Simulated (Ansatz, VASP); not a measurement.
**Two plane-wave programs on CsC2**

```
Cs C
1.0
    -3.19266    3.19266    1.40662
     3.19266   -3.19266    1.40662
     3.19266    3.19266   -1.40662
Cs C
1 2
Direct
  0.00000 0.00000 0.00000
  0.75000 0.25000 0.50000
  0.25000 0.75000 0.50000
```

Alike in both runs: functional PBE; k mesh 6 × 6 × 6; occupations gaussian, width 0.1 eV; no spin polarisation.

Ansatz relaxed the structure, and its values are those at the end. VASP's run is a single point on that final structure, the one shown.

```csv
,VASP,Ansatz
version,VASP 6.6.1,Ansatz 0.2.0
potentials or method,"VASP PAW PBE potentials, release 64 (Cs_sv, C), cutoff 520 eV","scalar-relativistic, plane waves, PAW"
valence electrons in the cell,17,17
```

VASP gave:

- gap on the k mesh at the Fermi level (eV): none
- pressure (GPa): 0.6

Q: What did Ansatz give for the same quantities?

A: gap on the k mesh at the Fermi level (eV): none; pressure (GPa): 0.1.

A gap of «none» marks a metal or a gap that the smearing closes.

The k mesh is coarse, so the values compare programs but aren't converged. Spin-orbit coupling is off throughout.
